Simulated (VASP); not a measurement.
CdS, 4 atoms in the cell. The cell holds a wire or tube with vacuum around it, 4 atoms: a = 11.400 Å, b = 9.300 Å, c = 4.532 Å, α = 90.00°, β = 90.00°, γ = 90.00°. 

| Item | Value |
| --- | --- |
| Program | VASP 6.6.1 |
| Task | single point |
| Functional | PBE |
| Potentials or basis | VASP PAW PBE potentials, release 64 (Cd, S) |
| Cutoff | 520 eV |
| k mesh | 1 × 1 × 14 |
| Occupations | gaussian, width 0.05 eV |
| Spin | collinear spin |
| Starting moments | [0.5, 0.5, 0.5, 0.5] μB |
| Dipole correction | no |
| Further INCAR settings | ALGO = Normal; EDIFF = 1e-07; NBANDS = 30 |

Potentials or basis: VASP PAW PBE potentials, release 64 (Cd, S).

Launch:

```sh
$ cat potpaw_PBE.64/Cd/POTCAR potpaw_PBE.64/S/POTCAR > POTCAR
$ mpirun -np 1 vasp_std > vasp.out
```

Hardware: 1 thread of Intel(R) Xeon(R) 6975P-C (Granite Rapids), on a shared host.

Question: How long does it take, and how much memory?

Answer: Run time: 4.6 min on 1 thread of Intel(R) Xeon(R) 6975P-C (Granite Rapids), with other jobs on the host, peak memory 0.72 GiB. Counts: scf iterations 25, k points 8.
